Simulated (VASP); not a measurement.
Na, 2 atoms in the cell. The structure is hexagonal, space group P6_3/mmc (No. 194). Conventional cell: a = 3.729 Å, b = 3.729 Å, c = 6.154 Å, α = 90.00°, β = 90.00°, γ = 120.00°. Within 4.9 Å of Na (site symmetry -6m2) lie 12 Na at 3.73 to 3.76 Å.  This cell differs from its parent crystal: equal xx and yy strain of -1 %.

| Quantity | Value |
| --- | --- |
| Program | VASP 6.6.1 |
| Task | single point |
| Functional | PBEsol |
| Potentials or basis | VASP PAW PBE potentials, release 64 (Na_pv) |
| Cutoff | 520 eV |
| k mesh | 13 × 13 × 7 |
| Occupations | fermi-dirac, width 0.05 eV |
| Spin | no spin polarisation |
| Dipole correction | no |
| Further INCAR settings | ALGO = Normal; EDIFF = 1e-06; NBANDS = 14 |

Potentials or basis: VASP PAW PBE potentials, release 64 (Na_pv).

Launch:

```sh
$ cat potpaw_PBE.64/Na_pv/POTCAR > POTCAR
$ mpirun -np 1 vasp_std > vasp.out
```

Hardware: 1 thread of Intel(R) Xeon(R) Platinum 8488C (Sapphire Rapids) (shared host).

Question: How long does it take, and how much memory?

Answer: Wall time 53 s on 1 thread of Intel(R) Xeon(R) Platinum 8488C (Sapphire Rapids), with other jobs on the host, peak memory 0.21 GiB. Counts: scf iterations 9, k points 84.
